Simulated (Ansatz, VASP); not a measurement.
One calculation of Os, two programs

```
CELL_PARAMETERS angstrom
0.00000 1.89637 2.04225
1.89637 0.00000 2.04225
1.89637 1.89637 0.00000
ATOMIC_POSITIONS crystal
Os 0.00000 0.00000 0.00000
```

Change from the starting cell: strain -0.025 along x and y, +0.050 along z, atoms carried along.

Alike in both runs: task single point; functional PBEsol; k mesh 20 × 20 × 20; occupations gaussian, width 0.15 eV; no spin polarisation.

```csv
,VASP,Ansatz
version,VASP 6.6.1,Ansatz 0.2.0
potentials or method,"VASP PAW PBE potentials, release 64 (Os), cutoff 520 eV","scalar-relativistic, plane waves, PAW"
valence electrons in the cell,8,16
```

Ansatz gave:

```
gap on the k mesh at the Fermi level (eV)                     : none
pressure (GPa)                                                : -18.4
traceless stress, the component that is largest in VASP (GPa) : -16.88
```

Task: Which values does VASP return?

Result: gap on the k mesh at the Fermi level (eV): none; pressure (GPa): -18.4; traceless stress, the component that is largest in VASP (GPa): -16.75.

VASP's potentials were made for PBE, not for PBEsol. A gap of «none» marks a metal or a gap that the smearing closes. With one functional, cell and mesh, what is left measures potentials, basis and numerics. VASP's potentials hold 8 valence electrons a cell and Ansatz's 16, so a difference there can come from the potentials and not from the codes.

Spin-orbit coupling is off throughout.
